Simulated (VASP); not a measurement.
# PtS2 (P-3m1) in VASP: notebook, part 2 of 2

VASP 6.6.1. The steps go on from the part before.

## Step 4: Single point, HSE06

POSCAR reads:

```
PtS2
1.0
    3.5432000000      0.0000000000      0.0000000000
   -1.7716000000      3.0685012107      0.0000000000
    0.0000000000      0.0000000000      5.0388000000
Pt S
1 2
Direct
    0.0000000000      0.0000000000      0.0000000000
    0.6666666667      0.3333333333      0.7730000000
    0.3333333333      0.6666666667      0.2270000000
```

INCAR.step1 reads:

```
SYSTEM = PtS2
  ALGO = Normal
  EDIFF = 1E-5
  ENCUT = 450
  GGA = PE
  ISIF = 2
  ISMEAR = 0
  LASPH = .TRUE.
  LCHARG = .FALSE.
  LREAL = .FALSE.
  LWAVE = .TRUE.
  NELM = 100
  PREC = Accurate
  SIGMA = 0.02
```

INCAR.step2 reads:

```
SYSTEM = PtS2
  ALGO = Normal
  EDIFF = 1E-7
  ENCUT = 450
  GGA = PE
  HFSCREEN = 0.2
  ISIF = 2
  ISMEAR = 0
  ISTART = 1
  LASPH = .TRUE.
  LCHARG = .FALSE.
  LHFCALC = .TRUE.
  LREAL = .FALSE.
  LWAVE = .FALSE.
  NELM = 100
  PREC = Accurate
  PRECFOCK = Fast
  SIGMA = 0.02
```

KPOINTS reads:

```
k-points
0
Gamma
  4 4 4
```

Potentials or basis: VASP PAW PBE potentials, release 64 (Pt, S).

Launch:

```
> cat potpaw_PBE.64/Pt/POTCAR potpaw_PBE.64/S/POTCAR > POTCAR
> cp INCAR.step1 INCAR
> mpirun -np 1 vasp_std > vasp.out
> cp INCAR.step2 INCAR
> mpirun -np 1 vasp_std > vasp.out
```

OUTCAR:

```text
SYSTEM = PtS2
   EDIFF = 1E-7
   ENCUT = 450
   GGA = PE
   HFSCREEN = 0.2
   ISIF = 2
   ISMEAR = 0
   ISTART = 1
   LASPH = .TRUE.
   LHFCALC = .TRUE.
   LREAL = .FALSE.
   NELM = 100
   PREC = Accurate
   PRECFOCK = Fast

 Found     13 irreducible k-points:

 Following reciprocal coordinates:
            Coordinates               Weight
  0.000000  0.000000  0.000000      1.000000
  0.250000  0.000000  0.000000      6.000000
  0.500000  0.000000  0.000000      3.000000
  0.250000  0.250000  0.000000      6.000000
  0.000000  0.000000  0.250000      2.000000
  0.250000  0.000000  0.250000      6.000000
   k-points           NKPTS =     13   k-points in BZ     NKDIM =     64   number of bands    NBANDS=     15
   number of dos      NEDOS =    301   number of ions     NIONS =      3
   total plane-waves  NPLWV =  28224
   dimension x,y,z NGX =    28 NGY =   28 NGZ =   36
   dimension x,y,z NGXF=    56 NGYF=   56 NGZF=   72
   ions per type =               1   2
   NGX,Y,Z   is equivalent  to a cutoff of  13.14, 13.14, 11.88 a.u.
   NGXF,Y,Z  is equivalent  to a cutoff of  26.28, 26.28, 23.76 a.u.
 SYSTEM =  PtS2
   PREC   = accura    normal or accurate (medium, high low for compatibility)
   ISTART =      1    job   : 0-new  1-cont  2-samecut
   ICHARG =      0    charge: 1-file 2-atom 10-const
   ISPIN  =      1    spin polarized calculation?
   LNONCOLLINEAR =      F non collinear calculations
   LSORBIT =      F    spin-orbit coupling
   LASPH  =      T    aspherical Exc in radial PAW
   ENCUT  =  450.0 eV  33.07 Ry    5.75 a.u.   6.13  6.13  8.72*2*pi/ulx,y,z
   NELM   =    100;   NELMIN=  2; NELMDL=  0     # of ELM steps
   EDIFF  = 0.1E-06   stopping-criterion for ELM
   LREAL  =      F    real-space projection
   EDIFFG = 0.1E-05   stopping-criterion for IOM
   NSW    =      0    number of steps for IOM
   IBRION =     -1    ionic relax: 0-MD 1-quasi-New 2-CG
   NFREE  =      0    steps in history (QN), initial steepest desc. (CG)
   ISIF   =      2    stress and relaxation
   ISYM   =      3    0-nonsym 1-usesym 2-fastsym
   POTIM  = 0.5000    time-step for ionic-motion
   TEBEG  =    0.0;   TEEND  =   0.0 temperature during run

   SCALEE = 1.0000    scale energy and forces
   PSTRESS=    0.0 pullay stress
   NELECT =      22.0000    total number of electrons
   NUPDOWN=      -1.0000    fix difference up-down
[... 36 lines left out ...]
  NGX = 14; NGY = 14; NGZ = 20

 number of electron      22.0000000 magnetization

 Free energy of the ion-electron system (eV)
  ---------------------------------------------------
  ext. energy  EPLUGINS =         0.00000000
  ---------------------------------------------------
  free energy    TOTEN  =       -18.63924412 eV

  energy without entropy =      -18.63924412  energy(sigma->0) =      -18.63924412

  exchange ACFDT corr.  =         0.00000000  see jH, gK, PRB 81, 115126

 E-fermi :   6.3218     XC(G=0):  -8.7133

 val. band max:        6.2156956187   @ k =   0.0000   0.0000   0.0000
 cond. band min:       7.7629719097   @ k =   0.0000   0.2500   0.2500
 fundamental gap:      1.5472762909
 Fermi energy:         6.3217819279

 k-point     1 :       0.0000    0.0000    0.0000
  band No.  band energies     occupation
      1     -10.9120      2.00000
      2      -7.3634      2.00000
      3      -1.5985      2.00000
      4      -1.5355      2.00000
      5      -1.5355      2.00000
      6       1.4344      2.00000
      7       1.4344      2.00000
      8       3.8697      2.00000
      9       5.0336      2.00000
     10       5.0336      2.00000
     11       6.2157      2.00000
     12       9.4289      0.00000
     13       9.4289      0.00000
     14      11.8222      0.00000
[... 77 lines left out ...]
      2      -8.0946      2.00000
      3      -1.3017      2.00000
      4      -0.9513      2.00000
      5      -0.4020      2.00000
      6       0.6309      2.00000
      7       1.0396      2.00000
      8       2.8421      2.00000
      9       4.3394      2.00000
     10       4.4406      2.00000
     11       4.8178      2.00000
     12       8.6689      0.00000
     13       9.5066      0.00000
     14      13.1533      0.00000
     15      14.7312      0.00000

 [... further k-points ...]

------------------------ aborting loop because EDIFF is reached ----------------------------------------

  FORCE on cell =-STRESS in cart. coord.  units (eV):
  Direction    XX          YY          ZZ          XY          YZ          ZX
  --------------------------------------------------------------------------------------
  -------------------------------------------------------------------------------------
  Total        2.0155130      2.0155130      2.4504948      0.0000000      0.0000000      0.0000000
  in kB       58.9450166     58.9450166     71.6663486      0.0000000      0.0000000      0.0000000
  external PRESSURE =      63.1854606 kB  Pullay stress =       0.0000000 kB

 VOLUME and BASIS-vectors are now :
 -----------------------------------------------------------------------------
  energy-cutoff  :      450.00
  volume of cell :       54.78
      direct lattice vectors                 reciprocal lattice vectors
     3.543200000  0.000000000  0.000000000     0.282230752  0.162946001  0.000000000
    -1.771600000  3.068501211  0.000000000     0.000000000  0.325892001  0.000000000
     0.000000000  0.000000000  5.038800000     0.000000000  0.000000000  0.198459951

 POSITION                                       TOTAL-FORCE (eV/Angst)
 -----------------------------------------------------------------------------------
      0.00000      0.00000      0.00000         0.000000      0.000000      0.000000
      1.77160      1.02283      3.89499         0.000000      0.000000     -0.899747
     -0.00000      2.04567      1.14381        -0.000000      0.000000      0.899747
 -----------------------------------------------------------------------------------
    total drift:                               -0.000000     -0.000000     -0.000000

  FREE ENERGIE OF THE ION-ELECTRON SYSTEM (eV)
  ---------------------------------------------------
  free  energy   TOTEN  =       -18.6392441174 eV

  energy  without entropy=      -18.6392441174  energy(sigma->0) =      -18.63924412
```

Run time: 13 min. Hardware: 1 thread of AMD EPYC, shared host; peak memory 0.24 GiB.

Results:

```yaml
Free_energy: -18.6392 eV
Pressure: 6.3 GPa
Largest_force: 0.900 eV/Å
Band_gap_on_the_k_mesh: 1.55 eV (least direct gap 1.70 eV)
```

Forces on the atoms (eV/Å):
```
Pt   0.000  0.000  0.000
S    0.000  0.000 -0.900
S    0.000  0.000  0.900
```

Levels at points of the mesh, in eV from the valence-band top:
| k point | band 7 | band 8 | band 9 | band 10 | band 11 | band 12 | band 13 | band 14 | band 15 |
| --- | --- | --- | --- | --- | --- | --- | --- | --- | --- |
| (0.00, 0.00, 0.00) | -4.78 | -2.35 | -1.18 | -1.18 | 0.00 | 3.21 | 3.21 | 5.61 | 6.87 |
| (0.50, 0.00, 0.00) | -4.17 | -4.02 | -3.72 | -3.27 | -2.73 | 2.55 | 3.71 | 6.53 | 7.54 |
| (0.00, 0.00, 0.50) | -4.81 | -2.63 | -1.38 | -1.38 | -1.24 | 3.75 | 3.75 | 6.37 | 8.57 |
| (0.50, 0.00, 0.50) | -4.18 | -4.05 | -3.38 | -3.26 | -1.50 | 2.86 | 3.22 | 6.47 | 6.54 |

Caveat: the k points lie up to 0.51 Å⁻¹ apart; the PAW data sets were made with another functional, which shifts forces and pressure a little; spin-orbit coupling is left out, which moves the levels of the heavy elements.

## Step 5: Single point, PBEsol

INCAR reads:

```
  ALGO = Normal
  EDIFF = 1E-7
  ENCUT = 520
  GGA = PS
  ISIF = 2
  ISMEAR = -1
  LASPH = T
  LCHARG = F
  LREAL = F
  LWAVE = F
  NBANDS = 18
  NELM = 100
  PREC = Accurate
  SIGMA = 0.03
```

KPOINTS reads:

```
k-points
0
Gamma
  5 5 3
```

POSCAR is that of step 4.

Launch:

```
> cat potpaw_PBE.64/Pt/POTCAR potpaw_PBE.64/S/POTCAR > POTCAR
> mpirun -np 1 vasp_std > vasp.out
```

Run time: 12 s. Hardware: 1 thread of Intel Xeon 6975P-C (Granite Rapids), shared host; peak memory 0.17 GiB.

It converged, with:

* Free energy: -16.9359 eV
* Pressure: 6.1 GPa
* Largest force: 0.954 eV/Å
* Band gap on the k mesh: 1.27 eV (least direct gap 1.38 eV)

Forces in eV/Å, atoms in the order of the input:
```
Pt   0.000  0.000  0.000
S    0.000  0.000 -0.954
S    0.000  0.000  0.954
```

Stress tensor (GPa, compression positive):
```
6.42 0.00 0.00
0.00 6.42 0.00
0.00 0.00 5.36
```

Levels at points of the mesh, in eV from the valence-band top:
```csv
k point,band 7,band 8,band 9,band 10,band 11,band 12,band 13,band 14,band 15,band 16
"(0.00, 0.00, 0.00)",-3.87,-1.68,-1.01,-1.01,0.00,2.58,2.58,4.79,5.73,7.98
```

Caveat: the cell stands under pressure; the PAW data sets were made with another functional, which shifts forces and pressure a little; spin-orbit coupling is left out, which moves the levels of the heavy elements.

## Step 6: Overview

```csv
level,potentials or basis,U,k mesh,cutoff (eV),smearing,dipole correction,share of exact exchange,grid for exact exchange (PRECFOCK),screening parameter,gap on the mesh (eV),pressure (GPa),largest force (eV/Å)
PBEsol+U,"VASP PAW PBE potentials, release 64 (Pt_sv_GW, S)",Pt d U = 2.0 eV,9 × 9 × 5,570,fermi-dirac 0.05 eV,no,-,-,-,1.00,5.4,0.95
PBEsol+U,"VASP PAW PBE potentials, release 64 (Pt_sv_GW, S)",Pt d U = 3.0 eV,9 × 9 × 5,570,fermi-dirac 0.05 eV,no,-,-,-,1.00,5.2,0.96
HSE06,"VASP PAW PBE potentials, release 64 (Pt, S)",-,4 × 4 × 4,450,gaussian 0.02 eV,-,0.25,Fast,0.2 1/Å,1.55,6.3,0.90
PBEsol,"VASP PAW PBE potentials, release 64 (Pt, S)",-,5 × 5 × 3,520,fermi-dirac 0.03 eV,no,-,-,-,1.27,6.1,0.95
```

Alike in all rows: task single point; no spin polarisation; cell as given.

Caveats: some runs use coarse meshes; the PAW data sets were made with another functional, which shifts forces and pressure a little; spin-orbit coupling is left out, which moves the levels of the heavy elements; the cell stands under pressure (at least some runs).

Absolute energies hang on the potentials; compare differences alone.
